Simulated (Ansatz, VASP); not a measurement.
**CoO in VASP and in Ansatz**

```
Co O
1.0
     0.00000    2.24997    2.24997
     2.24997    0.00000    2.24997
     2.24997    2.24997    0.00000
Co O
1 1
Direct
  0.00000 0.00000 0.00000
  0.25000 0.25000 0.25000
```

Alike in both runs: functional PBE; k mesh 16 × 16 × 16; occupations gaussian, width 0.1 eV; collinear spin.

Ansatz relaxed the structure, and its values are those at the end. VASP's run is a single point on that final structure, the one shown.

|  | VASP | Ansatz |
| --- | --- | --- |
| version | VASP 6.6.1 | Ansatz 0.2.0 |
| potentials or method | VASP PAW PBE potentials, release 64 (Co, O), cutoff 520 eV | scalar-relativistic, plane waves, PAW |
| valence electrons in the cell | 15 | 23 |

Ansatz gave:

* gap on the k mesh at the Fermi level (eV): none
* pressure (GPa): 0.0
* net moment per atom (μB): 1.38
* size of the moment on the site where the two differ most (μB): 2.23

Which values does VASP return?

gap on the k mesh at the Fermi level (eV): none; pressure (GPa): -0.1; net moment per atom (μB): 1.37; size of the moment on the site where the two differ most (μB): 2.37.

Site moments also hang on the region over which each program counts them. A gap of «none» marks a metal or a gap that the smearing closes. VASP's potentials hold 15 valence electrons a cell and Ansatz's 23, so a difference there can come from the potentials and not from the codes.
